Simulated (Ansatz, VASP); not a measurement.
Two plane-wave programs on CuI

File POSCAR:

```
CuI
1.0
    0.0000000000      2.8527507216      3.4233008659
    2.8527507216      0.0000000000      3.4233008659
    2.8527507216      2.8527507216      0.0000000000
Cu I
1 1
Direct
    0.7500000000      0.7500000000      0.7500000000
    0.0000000000      0.0000000000      0.0000000000
```

File INCAR.step1:

```
SYSTEM = CuI
ALGO = Normal
EDIFF = 1E-4
ENCUT = 520
GGA = PE
ISMEAR = 0
LASPH = .True.
LCHARG = .False.
LREAL = .False.
LWAVE = .True.
NBANDS = 16
NELM = 60
PREC = Accurate
SIGMA = 0.05
```

The input INCAR.step2:

```
SYSTEM = CuI
ALGO = Normal
EDIFF = 1E-6
ENCUT = 520
ISIF = 2
ISMEAR = 0
ISTART = 1
LASPH = .True.
LCHARG = .False.
LMIXTAU = .True.
LREAL = .False.
LWAVE = .False.
METAGGA = R2SCAN
NBANDS = 16
NELM = 60
PREC = Accurate
SIGMA = 0.05
```

The input KPOINTS:

```
k-points
0
Gamma
  8 8 8
  0 0 0
```

Input for Ansatz:

```yaml
crystal:
  lattice:
    - [0.0, 2.8527507216, 3.4233008659]
    - [2.8527507216, 0.0, 3.4233008659]
    - [2.8527507216, 2.8527507216, 0.0]
  atoms:
    - { symbol: Cu, position: [0.75, 0.75, 0.75] }
    - { symbol: I, position: [0.0, 0.0, 0.0] }
basis:
  ecutwfc: 500
kpoints:
  mp_grid: { grid: [8, 8, 8] }
hamiltonian:
  xc: r2scan
scf:
  occupations: { method: gaussian, width: 0.05 }
output:
  forces: true
  stress: true
  eigenvalues: true
  write_density: true
  write_potential: true
  elf: true
  volumetric_format: npy
```

Alike in both runs: task single point; functional r2SCAN; k mesh 8 × 8 × 8; occupations gaussian, width 0.05 eV; no spin polarisation.

|  | VASP | Ansatz |
| --- | --- | --- |
| version | VASP 6.6.1 | Ansatz 0.2.0 |
| potentials or method | VASP PAW PBE potentials, release 64 (Cu, I), cutoff 520 eV | scalar-relativistic, plane waves, PAW |
| valence electrons in the cell | 18 | 36 |

Ansatz gave:

```
gap on the k mesh at the Fermi level (eV)                     : 1.44
least direct gap on the mesh (eV)                             : 1.44
pressure (GPa)                                                : -1.0
traceless stress, the component that is largest in VASP (GPa) : -2.94
```

Which values does VASP return?

gap on the k mesh at the Fermi level (eV): 1.44; least direct gap on the mesh (eV): 1.44; pressure (GPa): -1.1; traceless stress, the component that is largest in VASP (GPa): -2.94.

VASP's potentials were made for PBE, not for r2SCAN. The functional is the same, so the differences come from potentials, cutoffs and numerics. VASP's potentials hold 18 valence electrons a cell and Ansatz's 36, so a difference there can come from the potentials and not from the codes.

Spin-orbit coupling is off throughout.
